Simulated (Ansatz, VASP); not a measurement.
**BAs: VASP beside Ansatz**

POSCAR

```
BAs
1.0
    0.0000000000      2.4875938840      2.4875938840
    2.4875938840      0.0000000000      2.4875938840
    2.4875938840      2.4875938840      0.0000000000
B As
1 1
Direct
    0.0000000000      0.0000000000      0.0000000000
    0.7500000000      0.7500000000      0.7500000000
```

Contents of INCAR.step1:

```
SYSTEM = BAs
  ALGO = Normal
  EDIFF = 1E-4
  ENCUT = 520
  GGA = PE
  ISMEAR = 0
  LASPH = .TRUE.
  LCHARG = .FALSE.
  LREAL = .FALSE.
  LWAVE = .TRUE.
  NBANDS = 11
  NELM = 100
  PREC = Accurate
  SIGMA = 0.05
```

Contents of INCAR.step2:

```
SYSTEM = BAs
  ALGO = Normal
  EDIFF = 1E-6
  ENCUT = 520
  ISIF = 2
  ISMEAR = 0
  ISTART = 1
  LASPH = .TRUE.
  LCHARG = .FALSE.
  LMIXTAU = .TRUE.
  LREAL = .FALSE.
  LWAVE = .FALSE.
  METAGGA = R2SCAN
  NBANDS = 11
  NELM = 100
  PREC = Accurate
  SIGMA = 0.05
```

File KPOINTS:

```
k-points
0
G
  10 10 10
  0 0 0
```

Input for Ansatz:

```yaml
crystal:
  lattice:
    - [0.0, 2.487593884, 2.487593884]
    - [2.487593884, 0.0, 2.487593884]
    - [2.487593884, 2.487593884, 0.0]
  atoms:
    - { symbol: B, position: [0.0, 0.0, 0.0] }
    - { symbol: As, position: [0.75, 0.75, 0.75] }
basis:
  ecutwfc: 500
kpoints:
  mp_grid: { grid: [10, 10, 10] }
hamiltonian:
  xc: r2scan
scf:
  occupations: { method: gaussian, width: 0.05 }
output:
  forces: true
  stress: true
  eigenvalues: true
```

Change from the starting cell: strain +0.040 along x and y, +0.040 along z, atoms carried along.

Alike in both runs: task single point; functional r2SCAN; k mesh 10 × 10 × 10; occupations gaussian, width 0.05 eV; no spin polarisation.

|  | VASP | Ansatz |
| --- | --- | --- |
| version | VASP 6.6.1 | Ansatz 0.2.0 |
| potentials or method | VASP PAW PBE potentials, release 64 (B, As), cutoff 520 eV | scalar-relativistic, plane waves, PAW |
| valence electrons in the cell | 8 | 18 |

|  | VASP | Ansatz | Ansatz less VASP |
| --- | --- | --- | --- |
| gap on the k mesh at the Fermi level (eV) | 1.49 | 1.49 | -0.004 |
| least direct gap on the mesh (eV) | 3.32 | 3.31 | -0.005 |
| pressure (GPa) | -13.0 | -13.0 | -0.05 |

VASP's potentials were made for PBE, not for r2SCAN. VASP's potentials hold 8 valence electrons a cell and Ansatz's 18, so a difference there can come from the potentials and not from the codes.
